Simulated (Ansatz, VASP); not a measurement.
**One calculation of PtS2, two programs**

INCAR

```
PREC = Accurate
ENCUT = 520
EDIFF = 1E-6
ISMEAR = 0
SIGMA = 0.05
LREAL = False
LASPH = True
NELM = 100
ALGO = Normal
ISIF = 2
LWAVE = False
LCHARG = True
GGA = PE
LELF = True
LVHAR = True
NBANDS = 18
```

The input KPOINTS:

```
Automatic mesh
0
Gamma
  12 12 8
```

POSCAR

```
PtS2
1.0
    3.5431994758      0.0000000000      0.0000000000
   -1.7715997379      3.0685007567      0.0000000000
    0.0000000000      0.0000000000      5.0388000000
Pt S
1 2
Direct
    0.0000000000      0.0000000000      0.0000000000
    0.3438767170      0.6378616069      0.2500000000
    0.6772100503      0.3045282736      0.7500000000
```

Input for Ansatz:

```yaml
crystal:
  lattice:
    - [3.5431994758, 0.0, 0.0]
    - [-1.7715997379, 3.0685007567, 0.0]
    - [0.0, 0.0, 5.0388]
  atoms:
    - { symbol: Pt, position: [0.0, 0.0, 0.0] }
    - { symbol: S, position: [0.343876717, 0.6378616069, 0.25] }
    - { symbol: S, position: [0.6772100503, 0.3045282736, 0.75] }
basis:
  ecutwfc: 420
kpoints:
  mp_grid: { grid: [12, 12, 8] }
hamiltonian:
  xc: pbe
scf:
  occupations: { method: gaussian, width: 0.05 }
output:
  forces: true
  stress: true
  eigenvalues: true
```

Change from the starting cell: all S atoms moved +0.125 Å, as atom 2 along Cartesian [1 -1 0].

Alike in both runs: task single point; functional PBE; k mesh 12 × 12 × 8; occupations gaussian, width 0.05 eV; no spin polarisation.

|  | VASP | Ansatz |
| --- | --- | --- |
| version | VASP 6.6.1 | Ansatz 0.2.0 |
| potentials or method | VASP PAW PBE potentials, release 64 (Pt, S), cutoff 520 eV | scalar-relativistic, plane waves, PAW |
| valence electrons in the cell | 22 | 30 |

|  | VASP | Ansatz | Ansatz less VASP |
| --- | --- | --- | --- |
| gap on the k mesh at the Fermi level (eV) | 0.56 | 0.56 | -0.005 |
| least direct gap on the mesh (eV) | 0.81 | 0.81 | -0.009 |
| pressure (GPa) | 3.0 | 3.5 | +0.44 |
| traceless stress, the component that is largest in VASP (GPa) | -1.88 | -2.00 | -0.126 |
| rms of the force components (eV/Å) | 0.836 | 0.837 | +0.0012 |

Atom by atom the forces differ by 0.019 eV/Å (rms over components). VASP's potentials hold 22 valence electrons a cell and Ansatz's 30, so a difference there can come from the potentials and not from the codes.

Neither program's run includes spin-orbit coupling.
